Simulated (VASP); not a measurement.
Write the native input for VASP 6.6.1 that does the following.

| Quantity | Value |
| --- | --- |
| Task | single point |
| Functional | PBE |
| Dispersion | D3(BJ) |
| Potentials or basis | VASP PAW PBE potentials, release 64 (Ge_d, F) |
| Cutoff | 520 eV |
| k mesh | 7 × 7 × 1 |
| Occupations | gaussian, width 0.1 eV |
| Spin | no spin polarisation |
| Dipole correction | yes |
| Further INCAR settings | ALGO = Normal; EDIFF = 1e-06; NBANDS = 40 |

The structure of Ge4F lies in POSCAR:

```
Ge4F
1.0
    4.0303587907      0.0000000000      0.0000000000
    0.0000000000      4.0303587907      0.0000000000
    0.0000000000      0.0000000000     21.6416627718
Ge F
4 1
Direct
    0.0000000000      0.5000000000      0.1848286817
    0.0000000000      0.0000000000      0.2506714513
    0.5000000000      0.0000000000      0.3196569899
    0.5000000000      0.5000000000      0.3854446333
    1.0000000000      0.5000000000      0.5379282957
```

One way to write it, as run:

INCAR

```
PREC     = Accurate       # precision mode
ENCUT    = 520            # plane-wave cutoff, eV
EDIFF    = 1E-6           # SCF threshold, eV
ISMEAR   = 0              # smearing method
SIGMA    = 0.1            # smearing width, eV
LREAL    = False          # projectors in reciprocal space
LASPH    = True           # aspherical terms in the spheres
NELM     = 100            # most SCF steps
ALGO     = Normal         # electronic algorithm
ISIF     = 2              # what is computed and relaxed
LWAVE    = False          # write WAVECAR
LCHARG   = False          # write CHGCAR
LDIPOL   = True         
IDIPOL   = 3            
DIPOL    = 0.5 0.5 0.336
GGA      = PE             # functional
IVDW     = 12             # dispersion correction
NBANDS   = 40             # bands
```

KPOINTS

```
Automatic mesh
0
Gamma
  7 7 1
```

Potentials or basis: VASP PAW PBE potentials, release 64 (Ge_d, F).

Run with:

```bash
$ cat potpaw_PBE.64/Ge_d/POTCAR potpaw_PBE.64/F/POTCAR > POTCAR
$ mpirun -np 1 vasp_std > vasp.out
```

Results of the run:

```json
{
 "Largest force": "0.673 eV/Å",
 "Dispersion energy per atom": "-0.176 eV"
}
```

Caveat: an odd number of electrons without spin polarisation forces a metal; a magnetic or distorted state may lie lower.

Wall time 4 min on 1 thread of Intel(R) Xeon(R) 6975P-C (Granite Rapids), with other jobs on the host, peak memory 0.46 GiB.
